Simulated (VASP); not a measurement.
Input of a VASP 6.6.1 run:

INCAR

```
PREC = Accurate
ENCUT = 520
EDIFF = 1E-6
ISMEAR = 0
SIGMA = 0.05
LREAL = False
LASPH = True
NELM = 80
ALGO = Normal
ISIF = 2
LWAVE = False
LCHARG = False
GGA = PS
NBANDS = 20
```

The input KPOINTS:

```
Automatic mesh
0
Gamma
  8 8 8
```

POSCAR

```
ScSi3
1.0
    3.9655533451      0.0000000000      0.0000000000
    0.0000000000      3.9655533451      0.0000000000
    0.0000000000      0.0000000000      3.9655533451
Sc Si
1 3
Direct
    0.0000000000      0.0000000000      0.0000000000
    0.0000000000      0.5000000000      0.5000000000
    0.5000000000      0.5000000000      0.0000000000
    0.5000000000      0.0000000000      0.5000000000
```

Potentials or basis: VASP PAW PBE potentials, release 64 (Sc_sv, Si).

Command:

```console
$ cat potpaw_PBE.64/Sc_sv/POTCAR potpaw_PBE.64/Si/POTCAR > POTCAR
$ mpirun -np 1 vasp_std > vasp.out
```

Q: What does it give for the pressure?

A: -2.9 GPa.

Caveat: the PAW data sets were made with another functional, which shifts forces and pressure a little.
